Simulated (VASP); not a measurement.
# BaTiO3 (Pm) in VASP: single point with r2SCAN+U

Aim: the single point of BaTiO3 with r2SCAN+U.

Everything below comes from runs of VASP 6.6.1. Logs are shortened: lines on timing, memory, paths and dates and some standing lists are left out, and cuts for length are marked.

### Step 1. The cell of the first run

Symmetry: Pm, No. 6, monoclinic system. The conventional cell has a = 4.024 Å, b = 3.995 Å, c = 4.024 Å, α = 90.00°, β = 90.11°, γ = 90.00°. Ba (site symmetry m) has 12 O at 2.62 to 3.07 Å and 8 Ti at 3.44 to 3.52 Å within 3.6 Å. Within 2.5 Å of Ti (site symmetry m) lie 6 O at 1.91 to 2.12 Å. O (site symmetry m) has 2 Ti at 2.01 Å and 4 Ba at 2.62 to 3.07 Å and 8 O at 2.71 to 2.97 Å within 3.1 Å. Within 2.5 Å of O (site symmetry m) lie 2 Ti at 1.91 to 2.12 Å. O (site symmetry m) has 2 Ti at 1.91 to 2.12 Å within 2.5 Å.

### Step 2. Single point, r2SCAN+U (atom 3 (O) moved by (-0.225, +0.000) A along y and z)

The input, POSCAR:

```
BaTiO3
1.0
    3.9951440287      0.0000000000      0.0000000000
    0.0000000000      2.8424767306      2.8480072403
    0.0000000000     -2.8424767306      2.8480072403
Ba Ti O
1 1 3
Direct
    0.0000000000      0.0044061011      0.0044061011
    0.5000000000      0.5135753575      0.5135753575
    0.0000000000      0.4551352409      0.5342915617
    0.5000000000      0.4954342957      0.9880908444
    0.5000000000      0.9880908444      0.4954342957
```

The input, INCAR.step1:

```
SYSTEM = BaTiO3
ALGO = Normal
EDIFF = 1E-4
ENCUT = 520
GGA = PE
ISMEAR = 0
LASPH = .TRUE.
LCHARG = .FALSE.
LDAU = .TRUE.
LDAUJ = 0 0 0
LDAUL = -1 2 -1
LDAUTYPE = 2
LDAUU = 0 4 0
LMAXMIX = 4
LREAL = .FALSE.
LWAVE = .TRUE.
NBANDS = 28
NELM = 150
PREC = Accurate
SIGMA = 0.05
```

The input, INCAR.step2:

```
SYSTEM = BaTiO3
ALGO = Normal
EDIFF = 1E-6
ENCUT = 520
ISIF = 2
ISMEAR = 0
ISTART = 1
LASPH = .TRUE.
LCHARG = .FALSE.
LDAU = .TRUE.
LDAUJ = 0 0 0
LDAUL = -1 2 -1
LDAUPRINT = 1
LDAUTYPE = 2
LDAUU = 0 4 0
LMAXMIX = 4
LMIXTAU = .TRUE.
LREAL = .FALSE.
LWAVE = .FALSE.
METAGGA = R2SCAN
NBANDS = 28
NELM = 150
PREC = Accurate
SIGMA = 0.05
```

The input, KPOINTS:

```
k-points
0
G
  6 6 6
  0 0 0
```

Potentials or basis: VASP PAW PBE potentials, release 64 (Ba_sv, Ti_sv, O).

On the command line:

```sh
> cat potpaw_PBE.64/Ba_sv/POTCAR potpaw_PBE.64/Ti_sv/POTCAR potpaw_PBE.64/O/POTCAR > POTCAR
> cp INCAR.step1 INCAR
> mpirun -np 1 vasp_std > vasp.out
> cp INCAR.step2 INCAR
> mpirun -np 1 vasp_std > vasp.out
```

OUTCAR:

```text
SYSTEM = BaTiO3
   EDIFF = 1E-6
   ENCUT = 520
   ISIF = 2
   ISMEAR = 0
   ISTART = 1
   LASPH = .TRUE.
   LREAL = .FALSE.
   METAGGA = R2SCAN
   NELM = 150
   PREC = Accurate

 ion  position               nearest neighbor table
   1  0.000  0.004  0.004-   3 2.62   3 2.80   4 2.81   5 2.81   4 2.81   5 2.81   5 2.86   4 2.86
                             5 2.86   4 2.86   3 2.91   3 3.07   2 3.44   2 3.44   2 3.47   2 3.47
   2  0.500  0.514  0.514-   4 1.91   5 1.91   3 2.01   3 2.01   5 2.12   4 2.12   1 3.44   1 3.44
                             1 3.47   1 3.47   1 3.47   1 3.47   1 3.52   1 3.52
   3  0.000  0.455  0.534-   2 2.01   2 2.01   1 2.62   1 2.80   1 2.91   1 3.07
   4  0.500  0.495  0.988-   2 1.91   2 2.12   1 2.81   1 2.81   1 2.86   1 2.86
   5  0.500  0.988  0.495-   2 1.91   2 2.12   1 2.81   1 2.81   1 2.86   1 2.86

  LATTYP: Found a base centered orthorhombic cell.
 ALAT       =     5.6849534612
 B/A-ratio  =     1.0019456658
 C/A-ratio  =     0.7027575610

  Lattice vectors:

 A1 = (   0.0000000000,   2.8424767306,  -2.8480072403)
 A2 = (   0.0000000000,   2.8424767306,   2.8480072403)
 A3 = (   3.9951440287,   0.0000000000,   0.0000000000)

Analysis of symmetry for initial positions (statically):
=====================================================================
 Subroutine PRICEL returns:
 Original cell was already a primitive cell.

 Routine SETGRP: Setting up the symmetry group for a
 base centered orthorhombic supercell.

 Subroutine GETGRP returns: Found  2 space group operations
 (whereof  2 operations were pure point group operations)
 out of a pool of  8 trial point group operations.

The static configuration has the point symmetry C_1h.

Analysis of symmetry for dynamics (positions and initial velocities):
=====================================================================
 Subroutine PRICEL returns:
 Original cell was already a primitive cell.

 Routine SETGRP: Setting up the symmetry group for a
 base centered orthorhombic supercell.

 Subroutine GETGRP returns: Found  2 space group operations
 (whereof  2 operations were pure point group operations)
 out of a pool of  8 trial point group operations.

The dynamic configuration has the point symmetry C_1h.

 Subroutine INISYM returns: Found  2 space group operations
 (whereof  2 operations are pure point group operations),
 and found     1 'primitive' translations

----------------------------------------------------------------------------------------

                                     Primitive cell

  volume of cell :      64.6845

  direct lattice vectors                    reciprocal lattice vectors
     3.995144029  0.000000000  0.000000000     0.250303867  0.000000000  0.000000000
     0.000000000  2.842476731  2.848007240     0.000000000  0.175902935  0.175561351
     0.000000000 -2.842476731  2.848007240     0.000000000 -0.175902935  0.175561351

  length of vectors
     3.995144029  4.023781704  4.023781704     0.250303867  0.248522898  0.248522898

  position of ions in fractional coordinates (direct lattice)
     0.000000000  0.004406101  0.004406101
     0.500000000  0.513575358  0.513575358
     0.000000000  0.455135241  0.534291562
     0.500000000  0.495434296  0.988090844
     0.500000000  0.988090844  0.495434296

  ion indices of the primitive-cell ions
   primitive index   ion index
                 1           1
                 2           2
                 3           3
                 4           4
                 5           5

----------------------------------------------------------------------------------------

 KPOINTS: k-points

Automatic generation of k-mesh.
 Grid dimensions read from file:
 generate k-points for:    6    6    6

 Generating k-lattice:

  Cartesian coordinates                     Fractional coordinates (reciprocal lattice)
     0.041717311  0.000000000  0.000000000     0.166666667  0.000000000  0.000000000
     0.000000000  0.029317156  0.029260225     0.000000000  0.166666667  0.000000000
     0.000000000 -0.029317156  0.029260225     0.000000000  0.000000000  0.166666667

  Length of vectors
     0.041717311  0.041420483  0.041420483

  Shift w.r.t. Gamma in fractional coordinates (k-lattice)
     0.000000000  0.000000000  0.000000000

 Subroutine IBZKPT returns following result:
 ===========================================

 Found     80 irreducible k-points:

 Following reciprocal coordinates:
            Coordinates               Weight
  0.000000  0.000000  0.000000      1.000000
  0.166667  0.000000  0.000000      2.000000
  0.333333  0.000000  0.000000      2.000000
  0.500000  0.000000  0.000000      1.000000
  0.000000  0.166667 -0.000000      2.000000
  0.000000  0.000000 -0.166667      2.000000
[... 16 lines left out ...]
  0.166667  0.500000  0.000000      2.000000
 -0.166667  0.000000  0.500000      2.000000
 [... further k-points ...]
   k-points           NKPTS =     80   k-points in BZ     NKDIM =     80   number of bands    NBANDS=     28
   number of dos      NEDOS =    301   number of ions     NIONS =      5
   total plane-waves  NPLWV =  27000
   dimension x,y,z NGX =    30 NGY =   30 NGZ =   30
   dimension x,y,z NGXF=    60 NGYF=   60 NGZF=   60
   ions per type =               1   1   3
   NGX,Y,Z   is equivalent  to a cutoff of  12.48, 12.39, 12.39 a.u.
   NGXF,Y,Z  is equivalent  to a cutoff of  24.97, 24.79, 24.79 a.u.
 SYSTEM =  BaTiO3
   PREC   = accura    normal or accurate (medium, high low for compatibility)
   ISTART =      1    job   : 0-new  1-cont  2-samecut
   ICHARG =      0    charge: 1-file 2-atom 10-const
   ISPIN  =      1    spin polarized calculation?
   LNONCOLLINEAR =      F non collinear calculations
   LSORBIT =      F    spin-orbit coupling
   LASPH  =      T    aspherical Exc in radial PAW
   ENCUT  =  520.0 eV  38.22 Ry    6.18 a.u.   7.43  7.48  7.48*2*pi/ulx,y,z
   NELM   =    150;   NELMIN=  2; NELMDL=  0     # of ELM steps
   EDIFF  = 0.1E-05   stopping-criterion for ELM
   LREAL  =      F    real-space projection
   EDIFFG = 0.1E-04   stopping-criterion for IOM
   NSW    =      0    number of steps for IOM
   IBRION =     -1    ionic relax: 0-MD 1-quasi-New 2-CG
   NFREE  =      0    steps in history (QN), initial steepest desc. (CG)
   ISIF   =      2    stress and relaxation
   ISYM   =      2    0-nonsym 1-usesym 2-fastsym
   POTIM  = 0.5000    time-step for ionic-motion
   TEBEG  =    0.0;   TEEND  =   0.0 temperature during run
   PSTRESS=    0.0 pullay stress
   NELECT =      40.0000    total number of electrons
   NUPDOWN=      -1.0000    fix difference up-down
   EMIN   =  10.00;   EMAX   =-10.00  energy-range for DOS
   EFERMI =   0.00;   METHOD = LEGACY
   ISMEAR =     0;   SIGMA  =   0.05  broadening in eV -4-tet -1-fermi 0-gaus
   EFERMI_NEDOS =   21; number of points for ismear=-14 and -15
   IALGO  =     38    algorithm
   IMIX   =      4    mixing-type and parameters
     AMIX     =   0.40;   BMIX     =  1.00
     AMIX_MAG =   1.60;   BMIX_MAG =  1.00
  volume/ion in A,a.u.               =      12.94        87.30
  Fermi-wavevector in a.u.,A,eV,Ry     =   1.394745  2.635685 26.467582  1.945312
  Thomas-Fermi vector in A             =   2.518264
   LORBIT       =      0    0 simple, 1 ext, 2 COOP (PROOUT), +10 PAW based schemes
 LDA+U is selected, type is set to LDAUTYPE =  2
   angular momentum for each species LDAUL =    -1    2   -1
   U (eV)           for each species LDAUU =   0.0  4.0  0.0
   J (eV)           for each species LDAUJ =   0.0  0.0  0.0
   METAGGA = R2SCAN    functional components
   LHFCALC =     F    Hartree Fock is set to
   AEXX    =    0.0000 exact exchange contribution
   IVDW    =     0    specifies the selected vdW correction
   LEPSILON=     F    determine dielectric tensor
   LRPA    =     F    only Hartree local field effects (RPA)
 non-spin polarized calculation
 Gauss-broadening in eV      SIGMA  =   0.05
  energy-cutoff  :      520.00
  volume of cell :       64.68
 maximum number of plane-waves:      1765
 NGX is ok and might be reduce to    30
   NGX = 15   NGY = 15   NGZ = 15

atom =   2  type =  2  l = 2

 onsite density matrix

spin component  1

  0.0986  0.0000  0.0000  0.0041  0.0000
  0.0000  0.2389 -0.0013  0.0000  0.0007
  0.0000 -0.0013  0.1305  0.0000 -0.0542
  0.0041  0.0000  0.0000  0.0962  0.0000
  0.0000  0.0007 -0.0542  0.0000  0.2026

spin component  2

  0.0986  0.0000  0.0000  0.0041  0.0000
  0.0000  0.2389 -0.0013  0.0000  0.0007
  0.0000 -0.0013  0.1305  0.0000 -0.0542
  0.0041  0.0000  0.0000  0.0962  0.0000
  0.0000  0.0007 -0.0542  0.0000  0.2026

 occupancies and eigenvectors

  o =  0.0932  v = -0.5996  0.0000  0.0000  0.8003  0.0000  0.0000  0.0000  0.0000  0.0000  0.0000      0.0000  0.0000  0.0000  0.0000  0.0000  0.0000  0.0000  0.0000  0.0000  0.0000
  o =  0.0932  v =  0.0000  0.0000  0.0000  0.0000  0.0000 -0.5996  0.0000  0.0000  0.8003  0.0000      0.0000  0.0000  0.0000  0.0000  0.0000  0.0000  0.0000  0.0000  0.0000  0.0000
  o =  0.1015  v =  0.0000  0.0056  0.8814  0.0000  0.4723  0.0000  0.0000  0.0000  0.0000  0.0000      0.0000  0.0000  0.0000  0.0000  0.0000  0.0000  0.0000  0.0000  0.0000  0.0000
  o =  0.1015  v =  0.0000  0.0000  0.0000  0.0000  0.0000  0.0000  0.0056  0.8814  0.0000  0.4723      0.0000  0.0000  0.0000  0.0000  0.0000  0.0000  0.0000  0.0000  0.0000  0.0000
  o =  0.1017  v =  0.0000  0.0000  0.0000  0.0000  0.0000 -0.8003  0.0000  0.0000 -0.5996  0.0000      0.0000  0.0000  0.0000  0.0000  0.0000  0.0000  0.0000  0.0000  0.0000  0.0000
  o =  0.1017  v = -0.8003  0.0000  0.0000 -0.5996  0.0000  0.0000  0.0000  0.0000  0.0000  0.0000      0.0000  0.0000  0.0000  0.0000  0.0000  0.0000  0.0000  0.0000  0.0000  0.0000
  o =  0.2315  v =  0.0000  0.1647  0.4650  0.0000 -0.8698  0.0000  0.0000  0.0000  0.0000  0.0000      0.0000  0.0000  0.0000  0.0000  0.0000  0.0000  0.0000  0.0000  0.0000  0.0000
  o =  0.2315  v =  0.0000  0.0000  0.0000  0.0000  0.0000  0.0000  0.1647  0.4650  0.0000 -0.8698      0.0000  0.0000  0.0000  0.0000  0.0000  0.0000  0.0000  0.0000  0.0000  0.0000
  o =  0.2391  v =  0.0000  0.0000  0.0000  0.0000  0.0000  0.0000 -0.9863  0.0827  0.0000 -0.1426      0.0000  0.0000  0.0000  0.0000  0.0000  0.0000  0.0000  0.0000  0.0000  0.0000
  o =  0.2391  v =  0.0000 -0.9863  0.0827  0.0000 -0.1426  0.0000  0.0000  0.0000  0.0000  0.0000      0.0000  0.0000  0.0000  0.0000  0.0000  0.0000  0.0000  0.0000  0.0000  0.0000

 number of electron      39.9999988 magnetization

 Free energy of the ion-electron system (eV)
  ---------------------------------------------------
  ext. energy  EPLUGINS =         0.00000000
  ---------------------------------------------------
  free energy    TOTEN  =       -71.48294294 eV

  energy without entropy =      -71.48294294  energy(sigma->0) =      -71.48294294

 E-fermi :   3.9858     XC(G=0): -11.8667

 val. band max:        3.6378108394   @ k =   0.5000   0.5000   0.5000
 cond. band min:       6.3702978748   @ k =   0.0000   0.0000   0.0000
 fundamental gap:      2.7324870354
 Fermi energy:         3.9857932129

 k-point     1 :       0.0000    0.0000    0.0000
  band No.  band energies     occupation
      1     -56.2857      2.00000
      2     -31.4140      2.00000
      3     -31.4033      2.00000
      4     -31.3844      2.00000
      5     -21.8863      2.00000
      6     -14.3038      2.00000
[... 20 lines left out ...]
     27       9.3448      0.00000
     28      11.6047      0.00000

 k-point     2 :       0.1667    0.0000    0.0000
  band No.  band energies     occupation
      1     -56.2854      2.00000
      2     -31.4136      2.00000
      3     -31.4031      2.00000
      4     -31.3964      2.00000
      5     -21.8547      2.00000
      6     -14.3239      2.00000
[... 20 lines left out ...]
     27       9.8406      0.00000
     28      12.2545      0.00000

 k-point     3 :       0.3333    0.0000    0.0000
  band No.  band energies     occupation
      1     -56.2849      2.00000
      2     -31.4211      2.00000
      3     -31.4127      2.00000
      4     -31.4018      2.00000
      5     -21.7901      2.00000
      6     -14.4334      2.00000
[... 616 lines left out ...]
      3     -31.4108      2.00000
      4     -31.3947      2.00000
      5     -21.7420      2.00000
      6     -14.3791      2.00000
[... 20 lines left out ...]
     27      12.2924      0.00000
     28      12.8327      0.00000

 k-point    24 :      -0.1667    0.0000    0.5000
  band No.  band energies     occupation
      1     -56.2844      2.00000
      2     -31.4593      2.00000
      3     -31.4022      2.00000
      4     -31.3946      2.00000
      5     -21.7395      2.00000
      6     -14.4101      2.00000
[... 20 lines left out ...]
     27      12.2559      0.00000
     28      12.8360      0.00000

 [... further k-points ...]
[... 5 lines left out ...]
  --------------------------------------------------------------------------------------
  -------------------------------------------------------------------------------------
  Total        1.4053497      2.0233229      1.5834903      0.0000000     -0.1382847      0.0000000
  in kB       34.8092394     50.1158767     39.2216228      0.0000000     -3.4251880      0.0000000
  external PRESSURE =      41.3822463 kB  Pullay stress =       0.0000000 kB

 VOLUME and BASIS-vectors are now :
 -----------------------------------------------------------------------------
  energy-cutoff  :      520.00
  volume of cell :       64.68
      direct lattice vectors                 reciprocal lattice vectors
     3.995144029  0.000000000  0.000000000     0.250303867  0.000000000  0.000000000
     0.000000000  2.842476731  2.848007240     0.000000000  0.175902935  0.175561351
     0.000000000 -2.842476731  2.848007240     0.000000000 -0.175902935  0.175561351

 POSITION                                       TOTAL-FORCE (eV/Angst)
 -----------------------------------------------------------------------------------
      0.00000      0.00000      0.02510         0.000000     -0.292993     -0.015190
      1.99757      0.00000      2.92533         0.000000     -0.328133     -0.531914
      0.00000     -0.22500      2.81789         0.000000      1.438249      0.000600
      1.99757     -1.40036      4.22509         0.000000     -0.671488      0.814022
      1.99757      1.40036      4.22509         0.000000     -0.145636     -0.267518
 -----------------------------------------------------------------------------------
    total drift:                                0.000000      0.001514      0.009496

  FREE ENERGIE OF THE ION-ELECTRON SYSTEM (eV)
  ---------------------------------------------------
  free  energy   TOTEN  =       -71.4829429366 eV

  energy  without entropy=      -71.4829429366  energy(sigma->0) =      -71.48294294
```

Run time: 3.5 min. Hardware: 1 thread of Intel Xeon 6975P-C (Granite Rapids), shared host; peak memory 0.27 GiB.

What came out:

- Free energy: -71.4829 eV
- Pressure: 4.1 GPa
- Largest force: 1.438 eV/Å
- Band gap on the k mesh: 2.73 eV (least direct gap 3.07 eV)

Forces on the atoms (eV/Å):
```
Ba   0.000 -0.293 -0.015
Ti   0.000 -0.328 -0.532
O    0.000  1.438  0.001
O    0.000 -0.671  0.814
O    0.000 -0.146 -0.268
```

Stress tensor (GPa, compression positive):
```
 3.48  0.00  0.00
 0.00  5.01 -0.34
 0.00 -0.34  3.92
```

Levels at points of the mesh, in eV from the valence-band top:
```tsv
k point	band 18	band 19	band 20	band 21	band 22	band 23
(0.00, 0.00, 0.00)	-0.49	-0.42	-0.33	2.73	2.90	3.13
(0.50, 0.00, 0.00)	-1.37	-1.04	-1.00	3.02	4.13	4.26
(0.00, 0.50, 0.00)	-1.74	-0.84	-0.70	2.90	4.30	4.36
(0.00, 0.00, 0.50)	-1.73	-1.02	-0.95	3.24	4.34	4.36
(0.50, 0.50, 0.00)	-0.97	-0.94	-0.12	4.31	4.37	4.69
(0.50, 0.00, 0.50)	-1.03	-0.99	-0.09	4.25	4.38	4.79
(0.00, 0.50, 0.50)	-0.97	-0.91	-0.21	4.36	4.49	4.78
(0.50, 0.50, 0.50)	-0.12	-0.12	0.00	4.85	4.97	5.00
```

Eigenvalues of the final occupation matrices:
```
    site  spin  trace               eigenvalues
site 2 d     1   0.77  0.09 0.10 0.10 0.23 0.24
site 2 d     2   0.77  0.09 0.10 0.10 0.23 0.24
```

Caveat: the cell differs from its parent crystal (atom 3 (O) moved by (-0.225, +0.000) A along y and z); the cell stands under pressure; the PAW data sets were made with another functional, which shifts forces and pressure a little; spin-orbit coupling is left out, which moves the levels of the heavy elements. A k mesh can miss the band edges.
